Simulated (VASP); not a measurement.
# CdSe (F-43m) in VASP: further runs, part 2 of 2

VASP 6.6.1. The steps go on from the part before.

## Step 5: Single point, PBEsol

This run uses another cell than the first one, of 27.15 Å³/atom, 1.109 times its volume.

INCAR reads:

```
ALGO = Normal
EDIFF = 1E-6
ENCUT = 520
GGA = PS
ISIF = 2
ISMEAR = 0
LASPH = True
LCHARG = True
LELF = True
LREAL = False
LVHAR = True
LWAVE = False
NBANDS = 16
NELM = 80
PREC = Accurate
SIGMA = 0.01
```

KPOINTS reads:

```
k-points
0
Gamma
  6 6 6
```

POSCAR reads:

```
CdSe
1.0
    0.0000000000      3.0054948029      3.0054948029
    3.0054948029      0.0000000000      3.0054948029
    3.0054948029      3.0054948029      0.0000000000
Cd Se
1 1
Direct
    0.0000000000      0.0000000000      0.0000000000
    0.7500000000      0.7500000000      0.7500000000
```

Run with:

```console
cat potpaw_PBE.64/Cd/POTCAR potpaw_PBE.64/Se/POTCAR > POTCAR
mpirun -np 1 vasp_std > vasp.out
```

Run time: 20 s. Hardware: 1 thread of Intel Xeon 8259CL, shared host; peak memory 0.18 GiB.

Results (log left out):

```
Free energy            : -6.1561 eV
Pressure               : 2.4 GPa
Band gap on the k mesh : 0.55 eV, direct
```

Levels at points of the mesh, in eV from the valence-band top:
```csv
k point,band 7,band 8,band 9,band 10,band 11,band 12
"(0.00, 0.00, 0.00)",0.00,0.00,0.00,0.55,5.85,5.85
"(0.50, 0.00, 0.00)",-4.67,-0.81,-0.81,2.33,6.36,6.36
"(0.50, 0.50, 0.00)",-4.30,-2.01,-2.01,2.93,3.70,9.15
```

Caveat: the PAW data sets were made with another functional, which shifts forces and pressure a little. PBEsol gaps usually lie below the measured ones, often by a third to a half.

## Step 6: Relaxation of cell and atoms, PBEsol, target pressure 1 GPa, at which the enthalpy is minimised

This run uses another cell than the first one, of 28.13 Å³/atom, 1.149 times its volume.

INCAR reads:

```
PREC     = Accurate       # precision mode
ENCUT    = 600            # plane-wave cutoff, eV
EDIFF    = 1E-6           # SCF threshold, eV
ISMEAR   = 0              # smearing method
SIGMA    = 0.01           # smearing width, eV
LREAL    = F              # projectors in reciprocal space
LASPH    = T              # aspherical terms in the spheres
NELM     = 100            # most SCF steps
ALGO     = Normal         # electronic algorithm
ISIF     = 3              # what is computed and relaxed
LWAVE    = F              # write WAVECAR
LCHARG   = F              # write CHGCAR
GGA      = PS             # functional
IBRION   = 2              # ionic algorithm
NSW      = 100            # ionic steps
EDIFFG   = -0.002         # ionic threshold
PSTRESS  = 10.0
```

KPOINTS reads:

```
Automatic mesh
0
Gamma
  6 6 6
```

POSCAR reads:

```
CdSe
1.0
    0.0000000000      3.0413255900      3.0413255900
    3.0413255900      0.0000000000      3.0413255900
    3.0413255900      3.0413255900      0.0000000000
Cd Se
1 1
Direct
    0.0000000000      0.0000000000      0.0000000000
    0.7500000000      0.7500000000      0.7500000000
```

Potentials or basis: VASP PAW PBE potentials, release 64 (Cd, Se).

Run with:

```console
cat potpaw_PBE.64/Cd/POTCAR potpaw_PBE.64/Se/POTCAR > POTCAR
mpirun -np 1 vasp_std > vasp.out
```

OUTCAR:

```text
PREC = Accurate
   ENCUT = 600
   EDIFF = 1E-6
   ISMEAR = 0
   LREAL = F
   LASPH = T
   NELM = 100
   ISIF = 3
   GGA = PS
   IBRION = 2
   NSW = 100
   EDIFFG = -0.002
   PSTRESS = 10.0

 ion  position               nearest neighbor table
   1  0.000  0.000  0.000-   2 2.63   2 2.63   2 2.63   2 2.63
   2  0.750  0.750  0.750-   1 2.63   1 2.63   1 2.63   1 2.63

  LATTYP: Found a face centered cubic cell.
 ALAT       =     6.0826511800

  Lattice vectors:

 A1 = (   0.0000000000,   3.0413255900,   3.0413255900)
 A2 = (   3.0413255900,   0.0000000000,   3.0413255900)
 A3 = (   3.0413255900,   3.0413255900,   0.0000000000)

Analysis of symmetry for initial positions (statically):
[... 173 lines left out ...]
  -------------------------------------------------------------------------------------
  Total        0.1002935      0.1002935      0.1002935      0.0000000     -0.0000000      0.0000000
  in kB        2.8560418      2.8560418      2.8560418      0.0000000     -0.0000000      0.0000000
  external PRESSURE =      -7.1439582 kB  Pullay stress =      10.0000000 kB
[... 63 lines left out ...]
--------------------------------------- Ionic step        3  -------------------------------------------

 number of electron      18.0000001 magnetization

 Free energy of the ion-electron system (eV)
  ---------------------------------------------------
  ext. energy  EPLUGINS =         0.00000000
  ---------------------------------------------------
  free energy    TOTEN  =        -6.16958104 eV

  energy without entropy =       -6.16958104  energy(sigma->0) =       -6.16958104

 E-fermi :   1.0266     XC(G=0):  -9.1572

 val. band max:        0.9201455071   @ k =   0.0000   0.0000   0.0000
 cond. band min:       1.4263494288   @ k =   0.0000   0.0000   0.0000
 fundamental gap:      0.5062039217
 Fermi energy:         1.0266447627

 k-point     1 :       0.0000    0.0000    0.0000
  band No.  band energies     occupation
      1     -11.7780      2.00000
      2      -7.0439      2.00000
      3      -7.0439      2.00000
      4      -7.0439      2.00000
      5      -6.6485      2.00000
      6      -6.6485      2.00000
      7       0.9201      2.00000
      8       0.9201      2.00000
      9       0.9201      2.00000
     10       1.4263      0.00000
     11       6.7710      0.00000
     12       6.7710      0.00000
     13       6.7710      0.00000
[... 271 lines left out ...]
  energy  without entropy=       -6.1695810366  energy(sigma->0) =       -6.16958104

  enthalpy is  TOTEN    =        -5.8229956593 eV   P V=        0.3465853773

 reached required accuracy - stopping structural energy minimisation
```

Run time: 62 s. Hardware: 1 thread of Intel Xeon 8259CL, shared host; peak memory 0.22 GiB.

What came out:

```
Free energy                                            : -6.1696 eV
Relaxed volume                                         : 27.76 Å³/atom
Relaxed cell                                           : a = 4.282 Å, b = 4.282 Å, c = 4.282 Å, α = 60.00°, β = 60.00°, γ = 60.00°
Space group after relaxing (to 0.05 Å)                 : F-43m (No. 216)
Energy change on relaxing (the enthalpy is what falls) : +1.5 meV/atom
Ionic steps                                            : 3
Pressure after relaxing                                : 1.0 GPa
Band gap on the k mesh                                 : 0.51 eV, direct
```

The path:
| step | energy change (eV) | largest force (eV/Å) | pressure (GPa) | volume (Å³) |
| --- | --- | --- | --- | --- |
| 1 | 0.0000 | 0.0000 | 0.29 | 56.26 |
| 2 | 0.0049 | 0.0000 | 1.29 | 55.25 |
| 3 | 0.0029 | 0.0000 | 1.01 | 55.53 |

Final structure:
```
Cd Se
1.0
     0.00000    3.02805    3.02805
     3.02805    0.00000    3.02805
     3.02805    3.02805    0.00000
Cd Se
1 1
Direct
  0.00000 0.00000 0.00000
  0.75000 0.75000 0.75000
```

Levels at points of the mesh, in eV from the valence-band top:
```tsv
k point	band 5	band 6	band 7	band 8	band 9	band 10	band 11	band 12	band 13
(0.00, 0.00, 0.00)	-7.57	-7.57	0.00	0.00	0.00	0.51	5.85	5.85	5.85
(0.50, 0.00, 0.00)	-7.54	-7.27	-4.53	-0.78	-0.78	2.30	6.36	6.36	7.31
(0.50, 0.50, 0.00)	-7.51	-7.20	-4.19	-1.93	-1.93	2.97	3.68	9.04	10.20
```

Caveat: the cell is relaxed towards a set pressure, so the enthalpy falls and the energy may rise; the PAW data sets were made with another functional, which shifts forces and pressure a little.

## Step 7: The runs side by side

| task | cell | cutoff (eV) | gap on the mesh (eV) | pressure (GPa) |
| --- | --- | --- | --- | --- |
| single point | a = 4.107 Å, angles 60.0°, 2 atoms | 520 | 0.75 | 10.6 |
| single point | a = 4.208 Å, angles 60.0°, 2 atoms | 520 | 0.61 | 4.4 |
| single point | a = 4.275 Å, angles 60.0°, 2 atoms | 520 | 0.52 | 1.4 |
| single point | a = 4.250 Å, angles 60.0°, 2 atoms | 520 | 0.55 | 2.4 |
| relaxation of cell and atoms | relaxed to 1 GPa from a = 4.301 Å, angles 60.0°, 2 atoms | 600 | 0.51 | 1.0 |

Alike in all rows: level PBEsol; potentials or basis VASP PAW PBE potentials, release 64 (Cd, Se); no spin polarisation; k mesh 6 × 6 × 6; smearing gaussian 0.01 eV.

Caveats: the PAW data sets were made with another functional, which shifts forces and pressure a little; the cell is relaxed towards a set pressure, so the enthalpy falls and the energy may rise (some runs).

Total energies depend on the potentials used, so only differences within one code and one set of settings carry meaning.
